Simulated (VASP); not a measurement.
A run of VASP 6.6.1 is set up as follows.

INCAR

```
SYSTEM = ZrInF3
PREC = Accurate ; ENCUT = 520
EDIFF = 1E-7 ; ISMEAR = 0
SIGMA = 0.1 ; LREAL = .FALSE.
LASPH = .TRUE. ; NELM = 80
ALGO = Normal ; ISIF = 2
LWAVE = .FALSE. ; LCHARG = .FALSE.
GGA = PE ; NBANDS = 31
```

File KPOINTS:

```
regular mesh
0
G
  4 4 4
  0 0 0
```

Contents of POSCAR:

```
ZrInF3
1.0
    3.9833973000      0.0000000000      0.0000000000
    0.0000000000      3.9833973000      0.0000000000
    0.0000000000      0.0000000000      3.9833973000
Zr In F
1 1 3
Direct
    0.0000000000      0.0000000000      0.9668639500
    0.5000000000      0.5000000000      0.4668639500
    0.0000000000      0.5000000000      0.0000000000
    0.5000000000      0.0000000000      0.0000000000
    0.0000000000      0.0000000000      0.5000000000
```

Potentials or basis: VASP PAW PBE potentials, release 64 (Zr_sv, In_d, F).

Launch:

```bash
$ cat potpaw_PBE.64/Zr_sv/POTCAR potpaw_PBE.64/In_d/POTCAR potpaw_PBE.64/F/POTCAR > POTCAR
$ mpirun -np 1 vasp_std > vasp.out
```

**Question.** What does it give for the pressure?

**Answer.** 49.6 GPa.

**Question.** What does it give for the largest force?

**Answer.** 4.112 eV/Å.

Forces on the atoms (eV/Å):
```
Zr   0.000  0.000  3.676
In   0.000  0.000  0.514
F    0.000  0.000 -0.039
F    0.000  0.000 -0.039
F    0.000  0.000 -4.112
```

Caveat: the k points lie up to 0.39 Å⁻¹ apart, too coarse for converged energies and pressures of a metal; forces of over 1 eV/Å act on the atoms, so gaps and moduli don't describe the material at rest.
